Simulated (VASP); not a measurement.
Here is a VASP 6.6.1 calculation.

The input INCAR:

```
SYSTEM = MoF2
ALGO = Normal
EDIFF = 1E-6
ENCUT = 520
GGA = PE
ISIF = 2
ISMEAR = 0
ISPIN = 2
LASPH = .TRUE.
LCHARG = .FALSE.
LMAXMIX = 4
LORBIT = 11
LREAL = .FALSE.
LWAVE = .FALSE.
MAGMOM = 0.53 0 0
NBANDS = 25
NELM = 150
PREC = Accurate
SIGMA = 0.1
```

KPOINTS

```
k-points
0
G
  6 6 6
  0 0 0
```

File POSCAR:

```
MoF2
1.0
    1.3854481284      0.7998888499      6.0613534671
   -1.3854481284      0.7998888499      6.0613534671
    0.0000000000     -1.5997776997      6.0613534671
Mo F
1 2
Direct
   -0.0000133503     -0.0000133503     -0.0000133503
    0.7530295044      0.7530295044      0.7530295044
    0.5802838459      0.5802838459      0.5802838459
```

Potentials or basis: VASP PAW PBE potentials, release 64 (Mo_sv, F).

The run is started by

```sh
$ cat potpaw_PBE.64/Mo_sv/POTCAR potpaw_PBE.64/F/POTCAR > POTCAR
$ mpirun -np 1 vasp_std > vasp.out
```

(1) What does it give for the largest force?

(2) Predict the net moment.

(3) Predict the site moments.

(4) Predict the pressure.

Results:

(1) 0.041 eV/Å.

(2) 0.89 μB per cell.

(3) Mo +0.67; F +0.07 μB.

(4) 0.3 GPa.

Caveat: the k points lie up to 0.44 Å⁻¹ apart.
